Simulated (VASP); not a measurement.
Here is a VASP 6.6.1 calculation.

File INCAR:

```
PREC = Accurate
ENCUT = 600
EDIFF = 1E-6
ISMEAR = 0
SIGMA = 0.05
LREAL = False
LASPH = True
NELM = 100
ALGO = Normal
ISIF = 3
LWAVE = False
LCHARG = False
IBRION = 2
NSW = 80
EDIFFG = -0.03
```

KPOINTS

```
Automatic mesh
0
Gamma
  7 7 7
```

POSCAR

```
TcAu
1.0
    3.1190223518      0.0000000000      0.0000000000
    0.0000000000      3.1190223518      0.0000000000
    0.0000000000      0.0000000000      3.1190223518
Au Tc
1 1
Direct
    0.0000000000      0.0000000000      0.0000000000
    0.5000000000      0.5000000000      0.5000000000
```

Potentials or basis: VASP PAW LDA potentials, release 64 (Au, Tc_pv).

Run with:

```bash
$ cat potpaw_LDA.64/Au/POTCAR potpaw_LDA.64/Tc_pv/POTCAR > POTCAR
$ mpirun -np 1 vasp_std > vasp.out
```

Q: What does it give for the relaxed volume?

A: 15.19 Å³/atom.

Q: Predict the band gap on the k mesh.

A: Zero (band 12 reaches 12.84 eV, above the bottom of band 13 at 10.23 eV).

Q: Predict the relaxed cell.

A: a = 3.120 Å, b = 3.120 Å, c = 3.120 Å, α = 90.00°, β = 90.00°, γ = 90.00°.

Final structure:
```yaml
crystal:
  lattice:
    - [3.12038, 0.00000, 0.00000]
    - [0.00000, 3.12038, 0.00000]
    - [0.00000, 0.00000, 3.12038]
  atoms:
    - { symbol: Au, position: [0.00000, 0.00000, 0.00000] }
    - { symbol: Tc, position: [0.50000, 0.50000, 0.50000] }
```

Caveat: spin-orbit coupling is left out, which moves the levels of the heavy elements.
